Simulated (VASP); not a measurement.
Crystal: LiF.

```xyz
2
Lattice="2.5846 0.0000 0.0000 0.0000 2.5846 0.0000 0.0000 0.0000 2.5846" Properties=species:S:1:pos:R:3 pbc="T T T"
Li    0.0000    0.0000    0.0000
F     1.2923    1.2923    1.2923
```

* Program: VASP 6.6.1
* Task: relaxation of cell and atoms
* Functional: PBE
* Potentials or basis: VASP PAW PBE potentials, release 64 (Li_sv, F)
* Cutoff: 600 eV
* k mesh: 10 × 10 × 10
* Occupations: gaussian, width 0.02 eV
* Spin: no spin polarisation

At the start: pressure -2.5 GPa; volume 8.63 Å³/atom.

**Question.** How do energy, volume and symmetry change on relaxing?

**Answer.** Over 4 steps the energy falls by 2.8 meV/atom and the volume is 8.29 Å³/atom (-3.9 %); space group Pm-3m (No. 221, to 0.1 Å) before and after.

Step by step:
```csv
step,energy change (eV),largest force (eV/Å),pressure (GPa),volume (Å³)
1,0.0000,0.0000,-2.47,17.27
2,-0.0040,0.0000,-1.35,16.94
3,-0.0055,0.0000,-0.28,16.66
4,-0.0055,0.0000,-0.02,16.59
```

Final structure:
```
Li F
1.0
     2.55034    0.00000    0.00000
     0.00000    2.55034    0.00000
     0.00000    0.00000    2.55034
Li F
1 1
Direct
  0.00000 0.00000 0.00000
  0.50000 0.50000 0.50000
```

Caveat: the cutoff is under 1.25 times the usual one of these potentials, so pressure, stress and relaxed cells hold a basis-set (Pulay) error.
